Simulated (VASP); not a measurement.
# ZnSnP2 (I-42d) in VASP: notebook, part 2 of 3

VASP 6.6.1. The steps go on from the part before.

### Step 3. Single point, PBEsol

This run uses another cell than the first one, of 22.28 Å³/atom.

Input file INCAR:

```
PREC = Accurate ; ENCUT = 500
EDIFF = 1E-6 ; ISMEAR = -1
SIGMA = 0.02 ; LREAL = F
LASPH = T ; NELM = 120
ALGO = Normal ; ISIF = 2
LWAVE = F ; LCHARG = F
GGA = PS ; NBANDS = 46
GGA_COMPAT = F
```

Input file KPOINTS:

```
regular mesh
0
Gamma
  6 6 6
```

Input file POSCAR:

```
ZnSnP2
1.0
   -2.8106823154      2.8106823154      5.6415560428
    2.8106823154     -2.8106823154      5.6415560428
    2.8106823154      2.8106823154     -5.6415560428
Zn Sn P
2 2 4
Direct
    0.7500000000      0.2500000000      0.5000000000
    0.0000000000      0.0000000000      0.0000000000
    0.2500000000      0.7500000000      0.5000000000
    0.5000000000      0.5000000000      0.0000000000
    0.3750000000      0.3505512253      0.4755512253
    0.6494487747      0.1250000000      0.0244487747
    0.1005512253      0.6250000000      0.9755512253
    0.8750000000      0.8994487747      0.5244487747
```

Potentials or basis: VASP PAW PBE potentials, release 64 (Zn, Sn_d, P).

Started as:

```
> cat potpaw_PBE.64/Zn/POTCAR potpaw_PBE.64/Sn_d/POTCAR potpaw_PBE.64/P/POTCAR > POTCAR
> mpirun -np 1 vasp_std > vasp.out
```

OUTCAR:

```text
PREC = Accurate
   ENCUT = 500
   EDIFF = 1E-6
   ISMEAR = -1
   LREAL = F
   LASPH = T
   NELM = 120
   ISIF = 2
   GGA = PS

 ion  position               nearest neighbor table
   1  0.750  0.250  0.500-   6 2.36   8 2.36   7 2.36   5 2.36
   2  0.000  0.000  0.000-   6 2.36   8 2.36   7 2.36   5 2.36
   3  0.250  0.750  0.500-   6 2.52   7 2.52   8 2.52   5 2.52
   4  0.500  0.500  0.000-   8 2.52   5 2.52   7 2.52   6 2.52
   5  0.375  0.351  0.476-   1 2.36   2 2.36   4 2.52   3 2.52
   6  0.649  0.125  0.024-   1 2.36   2 2.36   3 2.52   4 2.52
   7  0.101  0.625  0.976-   1 2.36   2 2.36   3 2.52   4 2.52
   8  0.875  0.899  0.524-   1 2.36   2 2.36   4 2.52   3 2.52

  LATTYP: Found a body centered tetragonal cell.
 ALAT       =     5.6213646308
 C/A-ratio  =     2.0071838115

  Lattice vectors:

 A1 = (  -2.8106823154,   2.8106823154,   5.6415560428)
 A2 = (   2.8106823154,  -2.8106823154,   5.6415560428)
 A3 = (   2.8106823154,   2.8106823154,  -5.6415560428)

Analysis of symmetry for initial positions (statically):
[... 182 lines left out ...]
  free energy    TOTEN  =       -36.15305411 eV

  energy without entropy =      -36.15305411  energy(sigma->0) =      -36.15305411

 E-fermi :   5.1497     XC(G=0):  -9.7944

 val. band max:        4.7514126754   @ k =   0.0000   0.0000   0.0000
 cond. band min:       5.5597833846   @ k =   0.0000   0.0000   0.0000
 fundamental gap:      0.8083707092
 Fermi energy:         5.1496622598

 k-point     1 :       0.0000    0.0000    0.0000
  band No.  band energies     occupation
      1     -16.7739      2.00000
      2     -16.7739      2.00000
      3     -16.7739      2.00000
      4     -16.7534      2.00000
      5     -16.7419      2.00000
      6     -16.7419      2.00000
[... 1165 lines left out ...]
     45       9.0739      0.00000
     46       9.5718      0.00000

 [... further k-points ...]
[... 5 lines left out ...]
  --------------------------------------------------------------------------------------
  -------------------------------------------------------------------------------------
  Total        0.0582600      0.0582600      0.0591069      0.0000000      0.0000000      0.0000000
  in kB        0.5235985      0.5235985      0.5312103      0.0000000      0.0000000      0.0000000
  external PRESSURE =       0.5261358 kB  Pullay stress =       0.0000000 kB

 VOLUME and BASIS-vectors are now :
 -----------------------------------------------------------------------------
  energy-cutoff  :      500.00
  volume of cell :      178.27
      direct lattice vectors                 reciprocal lattice vectors
    -2.810682315  2.810682315  5.641556043     0.000000000  0.177892748  0.088628030
     2.810682315 -2.810682315  5.641556043     0.177892748  0.000000000  0.088628030
     2.810682315  2.810682315 -5.641556043     0.177892748  0.177892748  0.000000000

 POSITION                                       TOTAL-FORCE (eV/Angst)
 -----------------------------------------------------------------------------------
     -0.00000      2.81068      2.82078        -0.000000      0.000000      0.000000
      0.00000      0.00000      0.00000        -0.000000      0.000000     -0.000000
      2.81068     -0.00000      2.82078        -0.000000      0.000000     -0.000000
      0.00000      0.00000      5.64156        -0.000000      0.000000     -0.000000
      1.26791      1.40534      1.41039         0.023395      0.000000      0.000000
     -1.40534      1.54278      4.23117        -0.000000     -0.023395     -0.000000
      4.21602      1.26791     -1.41039        -0.000000      0.023395      0.000000
      1.54278      1.40534      7.05195        -0.023395      0.000000     -0.000000
 -----------------------------------------------------------------------------------
    total drift:                               -0.000005     -0.000005     -0.000007

  FREE ENERGIE OF THE ION-ELECTRON SYSTEM (eV)
  ---------------------------------------------------
  free  energy   TOTEN  =       -36.1530541106 eV

  energy  without entropy=      -36.1530541106  energy(sigma->0) =      -36.15305411
```

OSZICAR:

```text
N       E                     dE             d eps       ncg     rms          rms(c)
DAV:   1     0.651440383385E+03    0.65144E+03   -0.32532E+04  2774   0.192E+03
DAV:   2     0.636549676405E+02   -0.58779E+03   -0.57021E+03  2760   0.514E+02
DAV:   3    -0.319854643605E+02   -0.95640E+02   -0.93507E+02  3042   0.180E+02
DAV:   4    -0.375034729640E+02   -0.55180E+01   -0.54843E+01  3376   0.438E+01
DAV:   5    -0.376391718579E+02   -0.13570E+00   -0.13559E+00  3398   0.747E+00    0.102E+01
DAV:   6    -0.362071720876E+02    0.14320E+01   -0.36484E+00  3764   0.355E+01    0.700E+00
DAV:   7    -0.361752133762E+02    0.31959E-01   -0.25699E+00  3332   0.890E+00    0.309E+00
DAV:   8    -0.361568036214E+02    0.18410E-01   -0.10096E-01  3136   0.190E+00    0.146E+00
DAV:   9    -0.361530147481E+02    0.37889E-02   -0.29227E-02  3282   0.771E-01    0.230E-01
DAV:  10    -0.361528645952E+02    0.15015E-03   -0.25364E-03  3496   0.348E-01    0.977E-02
DAV:  11    -0.361530186373E+02   -0.15404E-03   -0.29428E-04  3602   0.998E-02    0.521E-02
DAV:  12    -0.361530534578E+02   -0.34821E-04   -0.61758E-05  3102   0.800E-02    0.104E-02
DAV:  13    -0.361530532692E+02    0.18857E-06   -0.10213E-05  3076   0.306E-02    0.543E-03
DAV:  14    -0.361530541106E+02   -0.84144E-06   -0.33339E-06  2600   0.964E-03
   1 F= -.36153054E+02 E0= -.36153054E+02  d E =-.272103E-10
```

Run time: 4.4 min. Hardware: 1 thread of Intel Xeon Platinum 8488C (Sapphire Rapids), shared host; peak memory 0.46 GiB.

What came out:

```
Free energy            : -36.1531 eV
Pressure               : 0.1 GPa
Largest force          : 0.023 eV/Å
Band gap on the k mesh : 0.81 eV
```

Forces on the atoms (eV/Å):
```
Zn   0.000  0.000  0.000
Zn   0.000  0.000  0.000
Sn   0.000  0.000  0.000
Sn   0.000  0.000  0.000
P    0.023  0.000  0.000
P    0.000 -0.023  0.000
P    0.000  0.023  0.000
P   -0.023  0.000  0.000
```

Caveat: the PAW data sets were made with another functional, which shifts forces and pressure a little; spin-orbit coupling is left out, which moves the levels of the heavy elements. A k mesh can miss the band edges.

### Step 4. Single point, PBE

This run uses another cell than the first one, of 23.24 Å³/atom.

Input file INCAR:

```
ALGO     = Normal         # electronic algorithm
EDIFF    = 1E-6           # SCF threshold, eV
ENCUT    = 500            # plane-wave cutoff, eV
GGA      = PE             # functional
GGA_COMPAT= False        
ISIF     = 2              # what is computed and relaxed
ISMEAR   = -1             # smearing method
LASPH    = True           # aspherical terms in the spheres
LCHARG   = False          # write CHGCAR
LREAL    = False          # projectors in reciprocal space
LWAVE    = False          # write WAVECAR
NBANDS   = 46             # bands
NELM     = 120            # most SCF steps
PREC     = Accurate       # precision mode
SIGMA    = 0.02           # smearing width, eV
```

Input file KPOINTS:

```
k-points
0
Gamma
  6 6 6
```

Input file POSCAR:

```
ZnSnP2
1.0
   -2.8511251111      2.8511251111      5.7168577693
    2.8511251111     -2.8511251111      5.7168577693
    2.8511251111      2.8511251111     -5.7168577693
Zn Sn P
2 2 4
Direct
    0.7500000000      0.2500000000      0.5000000000
    0.0000000000      0.0000000000      0.0000000000
    0.2500000000      0.7500000000      0.5000000000
    0.5000000000      0.5000000000      0.0000000000
    0.3750000000      0.3527945230      0.4777945230
    0.6472054770      0.1250000000      0.0222054770
    0.1027945230      0.6250000000      0.9777945230
    0.8750000000      0.8972054770      0.5222054770
```

Potentials or basis: VASP PAW PBE potentials, release 64 (Zn, Sn_d, P).

Started as:

```
> cat potpaw_PBE.64/Zn/POTCAR potpaw_PBE.64/Sn_d/POTCAR potpaw_PBE.64/P/POTCAR > POTCAR
> mpirun -np 1 vasp_std > vasp.out
```

OUTCAR:

```text
EDIFF = 1E-6
   ENCUT = 500
   GGA = PE
   ISIF = 2
   ISMEAR = -1
   LASPH = True
   LREAL = False
   NELM = 120
   PREC = Accurate

 ion  position               nearest neighbor table
   1  0.750  0.250  0.500-   5 2.40   6 2.40   7 2.40   8 2.40
   2  0.000  0.000  0.000-   5 2.40   6 2.40   7 2.40   8 2.40
   3  0.250  0.750  0.500-   6 2.55   5 2.55   8 2.55   7 2.55
   4  0.500  0.500  0.000-   8 2.55   6 2.55   7 2.55   5 2.55
   5  0.375  0.353  0.478-   1 2.40   2 2.40   4 2.55   3 2.55
   6  0.647  0.125  0.022-   1 2.40   2 2.40   4 2.55   3 2.55
   7  0.103  0.625  0.978-   1 2.40   2 2.40   3 2.55   4 2.55
[... 1391 lines left out ...]
  Total        0.0086607      0.0086607      0.0278428      0.0000000     -0.0000000      0.0000000
  in kB        0.0746469      0.0746469      0.2399793      0.0000000     -0.0000000      0.0000000
  external PRESSURE =       0.1297577 kB  Pullay stress =       0.0000000 kB

 VOLUME and BASIS-vectors are now :
 -----------------------------------------------------------------------------
  energy-cutoff  :      500.00
  volume of cell :      185.89
      direct lattice vectors                 reciprocal lattice vectors
    -2.851125111  2.851125111  5.716857769     0.000000000  0.175369365  0.087460633
     2.851125111 -2.851125111  5.716857769     0.175369365  0.000000000  0.087460633
     2.851125111  2.851125111 -5.716857769     0.175369365  0.175369365  0.000000000

 POSITION                                       TOTAL-FORCE (eV/Angst)
 -----------------------------------------------------------------------------------
      0.00000      2.85113      2.85843         0.000000      0.000000     -0.000000
      0.00000      0.00000      0.00000         0.000000     -0.000000      0.000000
      2.85113      0.00000      2.85843         0.000000     -0.000000      0.000000
      0.00000      0.00000      5.71686         0.000000      0.000000     -0.000000
      1.29894      1.42556      1.42921         0.022949     -0.000000     -0.000000
     -1.42556      1.55218      4.28764         0.000000     -0.022949      0.000000
      4.27669      1.29894     -1.42921         0.000000      0.022949     -0.000000
      1.55218      1.42556      7.14607        -0.022949      0.000000      0.000000
 -----------------------------------------------------------------------------------
    total drift:                               -0.000002     -0.000002     -0.000003

  FREE ENERGIE OF THE ION-ELECTRON SYSTEM (eV)
  ---------------------------------------------------
  free  energy   TOTEN  =       -33.0582872023 eV

  energy  without entropy=      -33.0582872020  energy(sigma->0) =      -33.05828720
```

OSZICAR:

```text
N       E                     dE             d eps       ncg     rms          rms(c)
DAV:   1     0.656440095226E+03    0.65644E+03   -0.32392E+04  2800   0.191E+03
DAV:   2     0.672788052965E+02   -0.58916E+03   -0.57153E+03  2768   0.515E+02
DAV:   3    -0.289884952756E+02   -0.96267E+02   -0.93919E+02  3100   0.179E+02
DAV:   4    -0.343317612258E+02   -0.53433E+01   -0.53149E+01  3388   0.433E+01
DAV:   5    -0.344608234533E+02   -0.12906E+00   -0.12897E+00  3364   0.728E+00    0.980E+00
DAV:   6    -0.330838710604E+02    0.13770E+01   -0.32890E+00  3978   0.300E+01    0.673E+00
DAV:   7    -0.330653138958E+02    0.18557E-01   -0.22025E+00  3312   0.733E+00    0.296E+00
DAV:   8    -0.330563112194E+02    0.90027E-02   -0.79876E-02  3112   0.175E+00    0.137E+00
DAV:   9    -0.330578954496E+02   -0.15842E-02   -0.22771E-02  3372   0.625E-01    0.245E-01
DAV:  10    -0.330577941654E+02    0.10128E-03   -0.18230E-03  3440   0.324E-01    0.103E-01
DAV:  11    -0.330582150524E+02   -0.42089E-03   -0.52392E-04  3294   0.947E-02    0.443E-02
DAV:  12    -0.330582823100E+02   -0.67258E-04   -0.74251E-05  3390   0.380E-02    0.132E-02
DAV:  13    -0.330582872556E+02   -0.49456E-05   -0.12793E-05  2762   0.182E-02    0.563E-03
DAV:  14    -0.330582872023E+02    0.53265E-07   -0.14039E-06  2236   0.974E-03
   1 F= -.33058287E+02 E0= -.33058287E+02  d E =-.368315E-09
```

It took 5.5 min on 1 thread of Intel Xeon Platinum 8488C (Sapphire Rapids), shared host; peak memory 0.51 GiB.

What came out:

```yaml
Free_energy: -33.0583 eV
Pressure: 0.0 GPa
Largest_force: 0.023 eV/Å
Band_gap_on_the_k_mesh: 0.69 eV
```

Forces in eV/Å, atoms in the order of the input:
```
Zn   0.000  0.000  0.000
Zn   0.000  0.000  0.000
Sn   0.000  0.000  0.000
Sn   0.000  0.000  0.000
P    0.023  0.000  0.000
P    0.000 -0.023  0.000
P    0.000  0.023  0.000
P   -0.023  0.000  0.000
```

Levels at points of the mesh, in eV from the valence-band top:
```tsv
k point	band 33	band 34	band 35	band 36	band 37	band 38	band 39	band 40
(0.00, 0.00, 0.00)	-2.40	0.00	0.00	0.00	0.69	1.47	1.63	3.35
(0.50, 0.00, 0.00)	-2.16	-1.80	-1.40	-0.93	2.39	2.56	2.78	3.71
(0.50, 0.50, 0.00)	-1.04	-1.04	-0.76	-0.76	1.06	1.06	2.85	2.85
(0.50, 0.50, 0.50)	-1.63	-1.63	-1.30	-1.30	1.39	1.39	1.46	1.46
```

Caveat: spin-orbit coupling is left out, which moves the levels of the heavy elements.

(Part 2 of 3 ends here.)
